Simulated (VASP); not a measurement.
Wanted: the native input for a VASP 6.6.1 run.

```
Task                   : single point
Functional             : PBE
Potentials or basis    : VASP PAW PBE potentials, release 64 (Hf_pv, S)
Cutoff                 : 520 eV
k mesh                 : 3 × 3 × 4
Occupations            : gaussian, width 0.2 eV
Spin                   : no spin polarisation
Dipole correction      : no
Further INCAR settings : ALGO = Normal; EDIFF = 1e-06; NBANDS = 40
```

The structure of Hf3S5 lies in POSCAR:

```
Hf3S5
1.0
    7.1473032012      0.0000000000      0.0000000000
   -3.5736516006      6.1897461408      0.0000000000
    0.0000000000      0.0000000000      3.1540442702
Hf S
3 5
Direct
    0.6575106547      0.0000000000      0.5000000000
    0.0000000000      0.6575106547      0.5000000000
    0.3424893453      0.3424893453      0.5000000000
    0.2441908527      0.0000000000      0.0000000000
    0.0000000000      0.2441908527      0.0000000000
    0.7558091473      0.7558091473      0.0000000000
    0.3333333333      0.6666666667      0.0000000000
    0.6666666667      0.3333333333      0.0000000000
```

The cell was generated, and may not be a known phase.

One way to write it, as run:

INCAR

```
PREC = Accurate
ENCUT = 520
EDIFF = 1E-6
ISMEAR = 0
SIGMA = 0.2
LREAL = F
LASPH = T
NELM = 100
ALGO = Normal
ISIF = 2
LWAVE = F
LCHARG = F
GGA = PE
NBANDS = 40
```

KPOINTS

```
regular mesh
0
Gamma
  3 3 4
```

Potentials or basis: VASP PAW PBE potentials, release 64 (Hf_pv, S).

Command:

```sh
$ cat potpaw_PBE.64/Hf_pv/POTCAR potpaw_PBE.64/S/POTCAR > POTCAR
$ mpirun -np 1 vasp_std > vasp.out
```

It gave:

```
Pressure               : -1.0 GPa
Largest force          : 0.046 eV/Å
Band gap on the k mesh : zero (bands 30 and 31 overlap by 1.52 eV)
```

Caveat: the k points lie up to 0.50 Å⁻¹ apart, too coarse for converged energies and pressures of a metal; spin-orbit coupling is left out, which moves the levels of the heavy elements.

Run time: 100 s on 1 thread of Intel Xeon 8259CL, on a shared host, peak memory 0.26 GiB.
